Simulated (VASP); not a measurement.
# CuI (Cmcm) in VASP: vibrations by perturbation theory with LDA

Aim: the vibrations by perturbation theory of CuI with LDA.

Program: VASP 6.6.1. These are calculated values, not measurements. Logs are shortened: lines on timing, memory, paths and dates and some standing lists are left out, and cuts for length are marked.

**1. The cell of the first run**

Symmetry: Cmcm, No. 63, orthorhombic system. The conventional cell has a = 7.466 Å, b = 7.422 Å, c = 4.307 Å, α = 90.00°, β = 90.00°, γ = 90.00°. Within 3.2 Å of Cu (site symmetry m2m) lie 2 Cu at 2.46 Å and 3 I at 2.58 to 2.59 Å. I (site symmetry m2m) has 3 Cu at 2.58 to 2.59 Å within 3.4 Å.

**2. Vibrations by perturbation theory, LDA**

INCAR

```
SYSTEM = CuI
PREC = Accurate
ENCUT = 520
EDIFF = 1E-8
ISMEAR = 0
SIGMA = 0.01
LREAL = .FALSE.
LASPH = .TRUE.
NELM = 80
ALGO = Normal
ISIF = 2
LWAVE = .FALSE.
LCHARG = .TRUE.
IBRION = 8
NSW = 1
```

KPOINTS

```
Automatic mesh
0
G
  4 4 4
  0 0 0
```

POSCAR

```
CuI
1.0
    3.7331675900     -3.7110863700      0.0000000000
    3.7331675900      3.7110863700      0.0000000000
    0.0000000000      0.0000000000      4.3069976700
Cu I
2 2
Direct
    0.4204388300      0.5795611700      0.7500000000
    0.5795611700      0.4204388300      0.2500000000
    0.7700426800      0.2299573200      0.7500000000
    0.2299573200      0.7700426800      0.2500000000
```

Potentials or basis: VASP PAW LDA potentials, release 64 (Cu, I).

Command:

```console
$ cat potpaw_LDA.64/Cu/POTCAR potpaw_LDA.64/I/POTCAR > POTCAR
$ mpirun -np 1 vasp_std > vasp.out
```

OUTCAR:

```text
SYSTEM = CuI
   PREC = Accurate
   ENCUT = 520
   EDIFF = 1E-8
   ISMEAR = 0
   LREAL = .FALSE.
   LASPH = .TRUE.
   NELM = 80
   ISIF = 2
   IBRION = 8
   NSW = 1

 ion  position               nearest neighbor table
   1  0.420  0.580  0.750-   2 2.46   2 2.46   4 2.58   4 2.58   3 2.59
   2  0.580  0.420  0.250-   1 2.46   1 2.46   3 2.58   3 2.58   4 2.59
   3  0.770  0.230  0.750-   2 2.58   2 2.58   1 2.59
   4  0.230  0.770  0.250-   1 2.58   1 2.58   2 2.59

  LATTYP: Found a base centered orthorhombic cell.
 ALAT       =     7.4221727400
 B/A-ratio  =     1.0059500690
 C/A-ratio  =     0.5802879859

  Lattice vectors:

 A1 = (  -3.7331675900,  -3.7110863700,   0.0000000000)
 A2 = (   3.7331675900,  -3.7110863700,   0.0000000000)
 A3 = (   0.0000000000,   0.0000000000,   4.3069976700)

Analysis of symmetry for initial positions (statically):
=====================================================================
 Subroutine PRICEL returns:
 Original cell was already a primitive cell.

 Routine SETGRP: Setting up the symmetry group for a
 base centered orthorhombic supercell.

 Subroutine GETGRP returns: Found  8 space group operations
 (whereof  4 operations were pure point group operations)
 out of a pool of  8 trial point group operations.

The static configuration has the point symmetry C_2h.
 The point group associated with its full space group is D_2h.

Analysis of symmetry for dynamics (positions and initial velocities):
=====================================================================
 Subroutine PRICEL returns:
 Original cell was already a primitive cell.

 Routine SETGRP: Setting up the symmetry group for a
 base centered orthorhombic supercell.

 Subroutine GETGRP returns: Found  8 space group operations
 (whereof  4 operations were pure point group operations)
 out of a pool of  8 trial point group operations.

The dynamic configuration has the point symmetry C_2h.
 The point group associated with its full space group is D_2h.

 Subroutine INISYM returns: Found  8 space group operations
 (whereof  4 operations are pure point group operations),
 and found     1 'primitive' translations

----------------------------------------------------------------------------------------

                                     Primitive cell

  volume of cell :     119.3392

  direct lattice vectors                    reciprocal lattice vectors
     3.733167590 -3.711086370  0.000000000     0.133934518 -0.134731437  0.000000000
     3.733167590  3.711086370  0.000000000     0.133934518  0.134731437  0.000000000
     0.000000000  0.000000000  4.306997670     0.000000000  0.000000000  0.232180297

  length of vectors
     5.263905613  5.263905613  4.306997670     0.189976354  0.189976354  0.232180297

  position of ions in fractional coordinates (direct lattice)
     0.420438830  0.579561170  0.750000000
     0.579561170  0.420438830  0.250000000
     0.770042680  0.229957320  0.750000000
     0.229957320  0.770042680  0.250000000

  ion indices of the primitive-cell ions
[... 127 lines left out ...]
 fundamental gap:      0.8944852948
 Fermi energy:         3.6596023294

 k-point     1 :       0.0000    0.0000    0.0000
  band No.  band energies     occupation
      1     -10.2413      2.00000
      2      -9.4964      2.00000
      3      -1.9532      2.00000
      4      -0.6397      2.00000
      5      -0.4227      2.00000
      6      -0.3200      2.00000
[... 514 lines left out ...]
     21       8.0760      0.00000
     22       8.0760      0.00000

------------------------ aborting loop because EDIFF is reached ----------------------------------------

  FORCE on cell =-STRESS in cart. coord.  units (eV):
  Direction    XX          YY          ZZ          XY          YZ          ZX
  --------------------------------------------------------------------------------------
  -------------------------------------------------------------------------------------
  Total       -0.8969160     -2.5955820     -2.9772227      0.0000000     -0.0000000      0.0000000
  in kB      -12.0414602    -34.8467397    -39.9704207      0.0000000     -0.0000000      0.0000000
  external PRESSURE =     -28.9528735 kB  Pullay stress =       0.0000000 kB

 VOLUME and BASIS-vectors are now :
 -----------------------------------------------------------------------------
  energy-cutoff  :      520.00
  volume of cell :      119.34
      direct lattice vectors                 reciprocal lattice vectors
     3.733167590 -3.711086370  0.000000000     0.133934518 -0.134731437  0.000000000
     3.733167590  3.711086370  0.000000000     0.133934518  0.134731437  0.000000000
     0.000000000  0.000000000  4.306997670     0.000000000  0.000000000  0.232180297

 POSITION                                       TOTAL-FORCE (eV/Angst)
 -----------------------------------------------------------------------------------
      3.73317      0.59052      3.23025         0.000000     -0.035307     -0.000000
      3.73317     -0.59052      1.07675         0.000000      0.035307      0.000000
      3.73317     -2.00430      3.23025         0.000000      0.365561      0.000000
      3.73317      2.00430      1.07675         0.000000     -0.365561      0.000000
 -----------------------------------------------------------------------------------
    total drift:                                0.000000     -0.000000      0.000000

  FREE ENERGIE OF THE ION-ELECTRON SYSTEM (eV)
  ---------------------------------------------------
  free  energy   TOTEN  =       -13.4930759463 eV

  energy  without entropy=      -13.4930759463  energy(sigma->0) =      -13.49307595

[... ionic steps 2 to 9 ...]

--------------------------------------- Ionic step       10  -------------------------------------------

------------------------ aborting loop because EDIFF is reached ----------------------------------------

--------------------------------------- Ionic step       11  -------------------------------------------

------------------------ aborting loop because EDIFF is reached ----------------------------------------

--------------------------------------- Ionic step       12  -------------------------------------------

 Free energy of the ion-electron system (eV)
  ---------------------------------------------------
  ---------------------------------------------------
  free energy    TOTEN  =        -0.08245526 eV

  energy without entropy =       -0.08245526

------------------------ aborting loop because EDIFF is reached ----------------------------------------

 INTERNAL STRAIN TENSOR  FOR ION    3  DIRECTION 3   (eV/Angst):
 -----------------------------------------------------------------------------
    -0.00731  0.00000  0.00000
     0.00000  0.02373  4.46856
     0.00000  5.16125  0.01635

 INTERNAL STRAIN TENSOR FOR ION    4 for displacements in x,y,z  (eV/Angst):
          X           Y           Z          XY          YZ          ZX
  --------------------------------------------------------------------------------
  x     0.00000     0.00000     0.00000    -0.62927     0.00000     0.00000
  y    -0.82419   -15.61384    -7.44113     0.00000     0.00000     0.00000
  z     0.00000     0.00000     0.00000     0.00000    -5.16125     0.00000

 SECOND DERIVATIVES (NOT SYMMETRIZED)
 ------------------------------------
               1X          1Y          1Z          2X          2Y          2Z          3X          3Y          3Z          4X          4Y          4Z
  1X    -0.573601    0.000000    0.000000    0.168425    0.000000    0.000000    0.015338    0.000000    0.000000    0.389839    0.000000    0.000000
  1Y     0.000000   -4.366170    0.000000    0.000000    0.248886    0.000000    0.000000    2.271056    0.000000    0.000000    1.846227    0.000000
  1Z     0.000000    0.000000   -6.058254    0.000000   -0.000000    4.082554    0.000000   -0.000000   -0.980707    0.000000   -0.000000    2.956407
  2X     0.168425    0.000000    0.000000   -0.573601    0.000000    0.000000    0.389839    0.000000    0.000000    0.015338    0.000000    0.000000
  2Y     0.000000    0.248886    0.000000    0.000000   -4.366170    0.000000    0.000000    1.846227    0.000000    0.000000    2.271056    0.000000
  2Z     0.000000   -0.000000    4.082554    0.000000    0.000000   -6.058254    0.000000   -0.000000    2.956407    0.000000   -0.000000   -0.980707
  3X     0.029199    0.000000    0.000000    0.397703    0.000000    0.000000   -0.833583    0.000000    0.000000    0.406681    0.000000    0.000000
  3Y     0.000000    2.293851    0.000000    0.000000    1.870766    0.000000    0.000000   -5.953826    0.000000    0.000000    1.789209    0.000000
  3Z     0.000000    0.000000   -1.008904    0.000000    0.000000    3.010142    0.000000    0.000000   -3.212402    0.000000   -0.000000    1.211164
  4X     0.397703    0.000000    0.000000    0.029199    0.000000    0.000000    0.406681    0.000000    0.000000   -0.833583    0.000000    0.000000
  4Y     0.000000    1.870766    0.000000    0.000000    2.293851    0.000000    0.000000    1.789209    0.000000    0.000000   -5.953826    0.000000
  4Z     0.000000    0.000000    3.010142    0.000000    0.000000   -1.008904    0.000000   -0.000000    1.211164    0.000000    0.000000   -3.212402

 Eigenvectors and eigenvalues of the dynamical matrix
 ----------------------------------------------------

   1 f  =    6.515816 THz    40.940081 2PiTHz  217.344234 cm-1    26.947238 meV
             X         Y         Z           dx          dy          dz
      3.733168  0.590517  3.230248     0.000000    0.000000    0.673656
      3.733168 -0.590517  1.076749     0.000000    0.000000   -0.673656
      3.733168 -2.004303  3.230248     0.000000    0.000000    0.214913
      3.733168  2.004303  1.076749    -0.000000   -0.000000   -0.214913
[... 71 lines left out ...]
  12 f/i=    0.019160 THz     0.120383 2PiTHz    0.639096 cm-1     0.079238 meV
             X         Y         Z           dx          dy          dz
      3.733168  0.590517  3.230248     0.415585   -0.000000   -0.000000
      3.733168 -0.590517  1.076749     0.415585   -0.000000   -0.000000
      3.733168 -2.004303  3.230248     0.572092   -0.000000   -0.000000
      3.733168  2.004303  1.076749     0.572092   -0.000000   -0.000000

--------------------------------------------------------------------------------------------------------

 ELASTIC MODULI CONTR FROM IONIC RELAXATION (kBar)
 Direction    XX          YY          ZZ          XY          YZ          ZX
 --------------------------------------------------------------------------------
 XX          -2.5130    -47.3110    -22.5788      0.0000      0.0000      0.0000
 YY         -47.3110   -891.2311   -425.2768      0.0000      0.0000      0.0000
 ZZ         -22.5788   -425.2768   -202.9392      0.0000      0.0000      0.0000
 XY           0.0000      0.0000      0.0000    -38.6097     -0.0000      0.0000
 YZ           0.0000      0.0000      0.0000     -0.0000   -189.6997      0.0000
 ZX           0.0000      0.0000      0.0000      0.0000      0.0000      0.0000
 --------------------------------------------------------------------------------
```

Run time: 10 min. Hardware: 1 thread of Intel Xeon Platinum 8559C (Emerald Rapids), shared host; peak memory 0.41 GiB.

Results:

```yaml
Highest_phonon_frequency_at_Γ_LO-TO_splitting_left_out: 217 cm⁻¹
```

Phonon frequencies in cm⁻¹ (negative: imaginary):
```tsv
q point	frequencies
(0.000, 0.000, 0.000)	-1 0 0 42 51 64 75 113 127 142 163 217
```

Caveat: the k points lie up to 0.36 Å⁻¹ apart; the cell stands under pressure or tension, which shifts response properties; spin-orbit coupling is left out, which moves the levels of the heavy elements.
